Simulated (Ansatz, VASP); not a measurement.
**One calculation of Si, two programs**

The input INCAR:

```
SYSTEM = Si
ALGO = Normal ; EDIFF = 1E-6
EDIFFG = -0.025 ; ENCUT = 600
GGA = PE ; IBRION = 2
ISIF = 3 ; ISMEAR = 0
LASPH = .True. ; LCHARG = .False.
LREAL = .False. ; LWAVE = .False.
NELM = 60 ; NSW = 80
PREC = Accurate ; SIGMA = 0.1
```

The input KPOINTS:

```
k-points
0
Gamma
  6 6 6
  0 0 0
```

File POSCAR:

```
Si
1.0
   -1.8862649057      3.3555250183      0.0224166757
   -3.7736074785     -0.0006221914      0.0087136624
   -1.9152537764      1.1868180259     12.5271177583
Si
8
Direct
    0.0587371258      0.2787457800      0.4678482446
    0.7093482795      0.8032152401      0.7376690184
    0.4068345284      0.3148613619      0.9441394362
    0.6190487830      0.5484149919      0.2136711061
    0.4107634028      0.3682531332      0.7815421700
    0.6869649607      0.6616522118      0.0421556833
    0.2088985379      0.1971914979      0.2818936871
    0.8994043818      0.8276657832      0.5310806543
```

Input for Ansatz:

```yaml
crystal:
  lattice:
    - [-1.8862649057, 3.3555250183, 0.0224166757]
    - [-3.7736074785, -0.0006221914, 0.0087136624]
    - [-1.9152537764, 1.1868180259, 12.5271177583]
  atoms:
    - { symbol: Si, position: [0.0587371258, 0.27874578, 0.4678482446] }
    - { symbol: Si, position: [0.7093482795, 0.8032152401, 0.7376690184] }
    - { symbol: Si, position: [0.4068345284, 0.3148613619, 0.9441394362] }
    - { symbol: Si, position: [0.619048783, 0.5484149919, 0.2136711061] }
    - { symbol: Si, position: [0.4107634028, 0.3682531332, 0.78154217] }
    - { symbol: Si, position: [0.6869649607, 0.6616522118, 0.0421556833] }
    - { symbol: Si, position: [0.2088985379, 0.1971914979, 0.2818936871] }
    - { symbol: Si, position: [0.8994043818, 0.8276657832, 0.5310806543] }
basis:
  ecutwfc: 420
kpoints:
  mp_grid: { grid: [6, 6, 6] }
hamiltonian:
  xc: pbe
scf:
  occupations: { method: gaussian, width: 0.1 }
  lower_state_search: "off"
output:
  forces: true
  stress: true
  eigenvalues: true
relax:
  adjacent_minimum: "off"
  f_tol: 0.025
  max_steps: 60
  cell: { stress_tol: 0.25 }
```

Change from the starting cell: cell x1, atoms moved at random (sigma 0.15 Å) and cell strained at random (1.5 %), then relaxed without symmetry.

Alike in both runs: task relaxation of cell and atoms; functional PBE; k mesh 6 × 6 × 6; occupations gaussian, width 0.1 eV; no spin polarisation.

|  | VASP | Ansatz |
| --- | --- | --- |
| version | VASP 6.6.1 | Ansatz 0.2.0 |
| potentials or method | VASP PAW PBE potentials, release 64 (Si), cutoff 600 eV | scalar-relativistic, plane waves, PAW |
| valence electrons in the cell | 32 | 32 |

|  | VASP | Ansatz | Ansatz less VASP |
| --- | --- | --- | --- |
| gap on the k mesh at the Fermi level, each at its own relaxed structure (eV) | 0.56 | 0.56 | +0.003 |
| relaxed volume (Å³/atom) | 20.44 | 20.43 | -0.007 |
| relaxed length of the cell vector where the two differ most in proportion (Å) | 12.860 | 12.870 | +0.0106 |
